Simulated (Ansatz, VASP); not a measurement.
# One calculation of BiO5, two programs

```
Bi O
1.0
     2.79694    0.00000    0.00000
    -1.39847    2.42222    0.00000
     0.00000    0.00000   14.13376
Bi O
1 5
Direct
  0.00000 0.00000 0.00000
  0.66667 0.33333 0.83495
  0.00000 0.00000 0.66732
  0.66667 0.33333 0.50000
  0.00000 0.00000 0.33268
  0.66667 0.33333 0.16505
```

Change from the starting cell: species swapped into the Mg5Cd type (P-6m2, No. 187).

Alike in both runs: task single point; functional PBE; k mesh 6 × 6 × 2; occupations gaussian, width 0.1 eV; no spin polarisation.

```csv
,VASP,Ansatz
version,VASP 6.6.1,Ansatz 0.2.0
potentials or method,"VASP PAW PBE potentials, release 64 (Bi_d, O), cutoff 520 eV","scalar-relativistic, plane waves, PAW"
valence electrons in the cell,45,45
```

Ansatz gave:

```
gap on the k mesh at the Fermi level (eV)                     : none
pressure (GPa)                                                : -1.7
traceless stress, the component that is largest in VASP (GPa) : -21.69
rms of the force components (eV/Å)                            : 0.557
```

Which values does VASP return?

gap on the k mesh at the Fermi level (eV): none; pressure (GPa): -1.9; traceless stress, the component that is largest in VASP (GPa): -21.65; rms of the force components (eV/Å): 0.551.

Atom by atom the forces differ by 0.005 eV/Å (rms over components). A gap of «none» marks a metal or a gap that the smearing closes.

The k mesh is coarse, so the values compare programs but aren't converged. Spin-orbit coupling is off throughout.
